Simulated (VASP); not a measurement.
# HfB2 (P6/mmm) in VASP: notebook

The runs below take HfB2 through electric field gradients, density of states, with PBE.

Program: VASP 6.6.1. These are calculated values, not measurements. Logs are shortened: lines on timing, memory, paths and dates and some standing lists are left out, and cuts for length are marked.

### Step 1. The cell of the first run

The structure is hexagonal, space group P6/mmm (No. 191). The conventional cell has a = 3.109 Å, b = 3.109 Å, c = 3.480 Å, α = 90.00°, β = 90.00°, γ = 120.00°. Within 3.3 Å of Hf (site symmetry 6/mmm) lie 12 B at 2.50 Å and 6 Hf at 3.11 Å. Within 2.4 Å of B (site symmetry -6m2) lie 3 B at 1.79 Å.

### Step 2. Electric field gradients, PBE (equal xx and yy strain of -1 %)

INCAR

```
PREC = Accurate
ENCUT = 520
EDIFF = 1E-8
ISMEAR = -1
SIGMA = 0.05
LREAL = False
LASPH = True
NELM = 60
ALGO = Normal
ISIF = 2
LWAVE = False
LCHARG = False
GGA = PE
LEFG = True
NBANDS = 15
```

KPOINTS

```
Automatic mesh
0
Gamma
  13 13 11
```

POSCAR

```
HfB2
1.0
    3.1086000995      0.0000000000      0.0000000000
   -1.5543000498      2.6921266564      0.0000000000
    0.0000000000      0.0000000000      3.4800000000
Hf B
1 2
Direct
    0.0000000000      0.0000000000      0.0000000000
    0.3333333333      0.6666666667      0.5000000000
    0.6666666667      0.3333333333      0.5000000000
```

Potentials or basis: VASP PAW PBE potentials, release 64 (Hf_pv, B).

Started as:

```
> cat potpaw_PBE.64/Hf_pv/POTCAR potpaw_PBE.64/B/POTCAR > POTCAR
> mpirun -np 1 vasp_std > vasp.out
```

OUTCAR:

```text
PREC = Accurate
   ENCUT = 520
   EDIFF = 1E-8
   ISMEAR = -1
   LREAL = False
   LASPH = True
   NELM = 60
   ISIF = 2
   GGA = PE

 ion  position               nearest neighbor table
   1  0.000  0.000  0.000-   2 2.50   3 2.50   2 2.50   3 2.50   3 2.50   3 2.50   2 2.50   2 2.50
                             3 2.50   3 2.50   2 2.50   2 2.50
   2  0.333  0.667  0.500-   3 1.79   3 1.79   3 1.79   1 2.50   1 2.50   1 2.50   1 2.50   1 2.50
                             1 2.50
   3  0.667  0.333  0.500-   2 1.79   2 1.79   2 1.79   1 2.50   1 2.50   1 2.50   1 2.50   1 2.50
                             1 2.50

  LATTYP: Found a hexagonal cell.
 ALAT       =     3.1086000995
 C/A-ratio  =     1.1194749690

  Lattice vectors:

 A1 = (   3.1086000995,   0.0000000000,   0.0000000000)
 A2 = (  -1.5543000498,   2.6921266564,   0.0000000000)
 A3 = (   0.0000000000,   0.0000000000,   3.4800000000)

Analysis of symmetry for initial positions (statically):
=====================================================================
 Subroutine PRICEL returns:
 Original cell was already a primitive cell.

 Routine SETGRP: Setting up the symmetry group for a
 hexagonal supercell.

 Subroutine GETGRP returns: Found 24 space group operations
 (whereof 24 operations were pure point group operations)
 out of a pool of 24 trial point group operations.

The static configuration has the point symmetry D_6h.

Analysis of symmetry for dynamics (positions and initial velocities):
=====================================================================
 Subroutine PRICEL returns:
 Original cell was already a primitive cell.

 Routine SETGRP: Setting up the symmetry group for a
 hexagonal supercell.

 Subroutine GETGRP returns: Found 24 space group operations
 (whereof 24 operations were pure point group operations)
 out of a pool of 24 trial point group operations.

The dynamic configuration has the point symmetry D_6h.

 Subroutine INISYM returns: Found 24 space group operations
 (whereof 24 operations are pure point group operations),
 and found     1 'primitive' translations

----------------------------------------------------------------------------------------

                                     Primitive cell

  volume of cell :      29.1232

  direct lattice vectors                    reciprocal lattice vectors
[... 141 lines left out ...]
 fundamental gap:      0.0852508687
 Fermi energy:         7.8972133899

 k-point     1 :       0.0000    0.0000    0.0000
  band No.  band energies     occupation
      1     -22.7641      2.00000
      2     -22.2197      2.00000
      3     -22.2197      2.00000
      4      -6.0472      2.00000
      5       4.7243      2.00000
      6       4.9631      2.00000
      7       4.9631      2.00000
      8       4.9670      2.00000
      9      11.9653      0.00000
     10      11.9653      0.00000
     11      12.5097      0.00000
     12      12.5097      0.00000
     13      12.9807      0.00000
     14      12.9807      0.00000
[... 401 lines left out ...]
      2     -22.4090      2.00000
      3     -22.2604      2.00000
      4      -5.4136      2.00000
      5       3.6312      2.00000
      6       3.9202      2.00000
      7       4.9302      2.00000
      8       5.8498      2.00000
      9      10.1121      0.00000
     10      10.6243      0.00000
     11      12.5010      0.00000
     12      12.6840      0.00000
     13      13.5254      0.00000
     14      15.0374      0.00000
     15      15.3485      0.00000

 [... further k-points ...]
[... 5 lines left out ...]
  --------------------------------------------------------------------------------------
  -------------------------------------------------------------------------------------
  Total        1.4352363      1.4352363      0.7018453     -0.0000000      0.0000000      0.0000000
  in kB       78.9576832     78.9576832     38.6111196     -0.0000000      0.0000000      0.0000000
  external PRESSURE =      65.5088286 kB  Pullay stress =       0.0000000 kB

 VOLUME and BASIS-vectors are now :
 -----------------------------------------------------------------------------
  energy-cutoff  :      520.00
  volume of cell :       29.12
      direct lattice vectors                 reciprocal lattice vectors
     3.108600099  0.000000000  0.000000000     0.321688209  0.185726774  0.000000000
    -1.554300050  2.692126656  0.000000000     0.000000000  0.371453549  0.000000000
     0.000000000  0.000000000  3.480000000     0.000000000  0.000000000  0.287356322

 POSITION                                       TOTAL-FORCE (eV/Angst)
 -----------------------------------------------------------------------------------
      0.00000      0.00000      0.00000         0.000000     -0.000000      0.000000
     -0.00000      1.79475      1.74000         0.000000      0.000000      0.000000
      1.55430      0.89738      1.74000         0.000000     -0.000000      0.000000
 -----------------------------------------------------------------------------------
    total drift:                               -0.000000      0.000000      0.000000

  FREE ENERGIE OF THE ION-ELECTRON SYSTEM (eV)
  ---------------------------------------------------
  free  energy   TOTEN  =       -26.3859888182 eV

  energy  without entropy=      -26.3843439228  energy(sigma->0) =      -26.38516637

 Electric field gradients (V/A^2)
---------------------------------------------------------------------
 ion       V_xx      V_yy      V_zz      V_xy      V_xz      V_yz
---------------------------------------------------------------------
   1     -39.984   -39.984    79.968    -0.000    -0.000     0.000
   2      -1.052    -1.052     2.105    -0.000     0.000    -0.000
   3      -1.052    -1.052     2.105    -0.000     0.000     0.000
---------------------------------------------------------------------

 Electric field gradients after diagonalization (V/A^2)
 (convention: |V_zz| > |V_xx| > |V_yy|)
----------------------------------------------------------------------
 ion       V_xx      V_yy      V_zz     asymmetry (V_yy - V_xx)/ V_zz
----------------------------------------------------------------------
   1     -39.984   -39.984    79.968       0.000
   2      -1.052    -1.052     2.105       0.000
   3      -1.052    -1.052     2.105       0.000
----------------------------------------------------------------------

           NMR quadrupolar parameters

 Cq : quadrupolar parameter    Cq=e*Q*V_zz/h
 eta: asymmetry parameters     (V_yy - V_xx)/ V_zz
 Q  : nuclear electric quadrupole moment in mb (millibarn)
----------------------------------------------------------------------
 ion       Cq(MHz)       eta       Q (mb)
----------------------------------------------------------------------
   1       0.193       0.000       1.000
   2       0.005       0.000       1.000
   3       0.005       0.000       1.000
----------------------------------------------------------------------
```

OSZICAR:

```text
N       E                     dE             d eps       ncg     rms          rms(c)
DAV:   1     0.293110086402E+02    0.29311E+02   -0.80072E+03  3788   0.101E+03
DAV:   2    -0.273064915176E+02   -0.56618E+02   -0.53293E+02  5113   0.223E+02
DAV:   3    -0.288257800047E+02   -0.15193E+01   -0.15144E+01  4802   0.268E+01
DAV:   4    -0.288317017392E+02   -0.59217E-02   -0.59208E-02  4599   0.207E+00
DAV:   5    -0.288317351947E+02   -0.33456E-04   -0.33455E-04  4788   0.139E-01    0.539E+01
DAV:   6    -0.265048074052E+02    0.23269E+01   -0.28034E+00  4599   0.123E+01    0.395E+01
DAV:   7    -0.264549883252E+02    0.49819E-01   -0.96455E-01  4844   0.722E+00    0.120E+01
DAV:   8    -0.263906792747E+02    0.64309E-01   -0.24047E-01  4389   0.377E+00    0.170E+00
DAV:   9    -0.263862015080E+02    0.44778E-02   -0.19928E-02  4396   0.115E+00    0.417E-01
DAV:  10    -0.263859824744E+02    0.21903E-03   -0.83896E-04  4844   0.246E-01    0.252E-01
DAV:  11    -0.263859911535E+02   -0.86791E-05   -0.55047E-05  4522   0.562E-02    0.944E-02
DAV:  12    -0.263859887116E+02    0.24419E-05   -0.30802E-06  4676   0.126E-02    0.105E-02
DAV:  13    -0.263859887854E+02   -0.73888E-07   -0.22667E-07  4781   0.384E-03    0.126E-03
DAV:  14    -0.263859888042E+02   -0.18771E-07   -0.25810E-08  4466   0.133E-03    0.787E-04
DAV:  15    -0.263859888217E+02   -0.17516E-07   -0.22271E-09  2247   0.388E-04    0.909E-04
DAV:  16    -0.263859888182E+02    0.35134E-08   -0.17466E-10  2107   0.114E-04
   1 F= -.26385989E+02 E0= -.26385166E+02  d E =-.164490E-02
```

stdout:

```text
POSCAR found type information on POSCAR HfB
 POSCAR found :  2 types and       3 ions
 scaLAPACK will be used
 LDA part: xc-table for (Slater+PW92), standard interpolation
 POSCAR, INCAR and KPOINTS ok, starting setup
 FFT: planning ... GRIDC
 FFT: planning ... GRID_SOFT
 FFT: planning ... GRID
 WAVECAR not read
 entering main loop
ion   1

ion   2

ion   3
```

Wall time 50 s (1 thread of Intel Xeon Platinum 8259CL at 2.50GHz (Skylake/Cascade Lake), shared host); peak memory 0.18 GiB.

Results:

* Free energy: -26.3860 eV
* Pressure: 6.6 GPa
* Band gap on the k mesh: zero (band 8 reaches 8.58 eV, above the bottom of band 9 at 7.43 eV)

Stress tensor (GPa, compression positive):
```
7.90 0.00 0.00
0.00 7.90 0.00
0.00 0.00 3.86
```

Levels at points of the mesh, in eV from the Fermi level:
| k point | band 5 | band 6 | band 7 | band 8 | band 9 | band 10 | band 11 | band 12 |
| --- | --- | --- | --- | --- | --- | --- | --- | --- |
| (0.00, 0.00, 0.00) | -3.17 | -2.93 | -2.93 | -2.93 | 4.07 | 4.07 | 4.61 | 4.61 |

Electric field gradients, principal values (V/Å²):
```csv
atom,least,middle,greatest (by size)
1 Hf,-39.984,-39.984,79.968
2 B,-1.052,-1.052,2.105
3 B,-1.052,-1.052,2.105
```

Caveat: the cell differs from its parent crystal (equal xx and yy strain of -1 %); without QUAD_EFG the Cq values of the log hold for a quadrupole moment of 1 mb, not for the nuclei; spin-orbit coupling is left out, which moves the levels of the heavy elements.

[end of part 1 of 3]
